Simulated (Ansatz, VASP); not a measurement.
## Two plane-wave programs on AsSe2

```xyz
3
Lattice="-1.7400 1.7400 5.2007 1.7400 -1.7400 5.2007 1.7400 1.7400 -5.2007" Properties=species:S:1:pos:R:3 pbc="T T T"
As    0.0000    0.0000    0.0000
Se    0.0000    0.0000    3.7006
Se    0.0000    0.0000    6.7009
```

Change from the starting cell: species swapped into the HoAg2 type (I4/mmm, No. 139).

Alike in both runs: functional PBE; k mesh 18 × 18 × 18; occupations gaussian, width 0.1 eV; no spin polarisation.

Ansatz relaxed the structure, and its values are those at the end. VASP's run is a single point on that final structure, the one shown.

```csv
,VASP,Ansatz
version,VASP 6.6.1,Ansatz 0.2.0
potentials or method,"VASP PAW PBE potentials, release 64 (As, Se), cutoff 520 eV","scalar-relativistic, plane waves, PAW"
valence electrons in the cell,17,47
```

|  | VASP | Ansatz | Ansatz less VASP |
| --- | --- | --- | --- |
| gap on the k mesh at the Fermi level (eV) | none | none | - |
| pressure (GPa) | 0.1 | 0.0 | -0.03 |

A gap of «none» marks a metal or a gap that the smearing closes. The functional is the same, so the differences come from potentials, cutoffs and numerics. VASP's potentials hold 17 valence electrons a cell and Ansatz's 47, so a difference there can come from the potentials and not from the codes.
